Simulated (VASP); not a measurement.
# Te2Mo: single point with PBEsol

The system is Te2Mo, a sheet with vacuum.

```xyz
3
Lattice="3.5182 0.0000 0.0000 -1.7591 3.0469 0.0000 0.0000 0.0000 18.0000" Properties=species:S:1:pos:R:3 pbc="T T T"
Mo    0.0000    0.0000    9.0000
Te    0.0000    2.0312   10.7930
Te    0.0000    2.0312    7.2070
```

* Program: VASP 6.6.1
* Task: single point
* Functional: PBEsol
* Potentials or basis: VASP PAW PBE potentials, release 64 (Mo_sv, Te)
* Cutoff: 520 eV
* k mesh: 12 × 12 × 1
* Occupations: gaussian, width 0.05 eV
* Spin: no spin polarisation
* Dipole correction: no
* Further INCAR settings: ALGO = Normal; EDIFF = 1e-06; NBANDS = 20

```yaml
Largest_force: 0.030 eV/Å
Band_gap_on_the_k_mesh: 1.13 eV, direct
```

Forces in eV/Å, atoms in the order of the input:
```
Mo   0.000  0.000  0.000
Te   0.000  0.000  0.030
Te   0.000  0.000 -0.030
```

Levels at points of the mesh, in eV from the valence-band top:
| k point | band 10 | band 11 | band 12 | band 13 | band 14 | band 15 | band 16 | band 17 |
| --- | --- | --- | --- | --- | --- | --- | --- | --- |
| (0.00, 0.00, 0.00) | -1.68 | -0.87 | -0.87 | -0.47 | 3.21 | 3.21 | 3.51 | 3.51 |
| (0.50, 0.00, 0.00) | -2.31 | -1.61 | -0.75 | -0.26 | 1.48 | 1.81 | 3.37 | 3.82 |

It took 58 s on 1 thread of AMD EPYC 9R45 96-Core Processor (Zen 5), with other jobs on the host, peak memory 0.31 GiB.

Caveat: the PAW data sets were made with another functional, which shifts forces and pressure a little; spin-orbit coupling is left out, which moves the levels of the heavy elements.
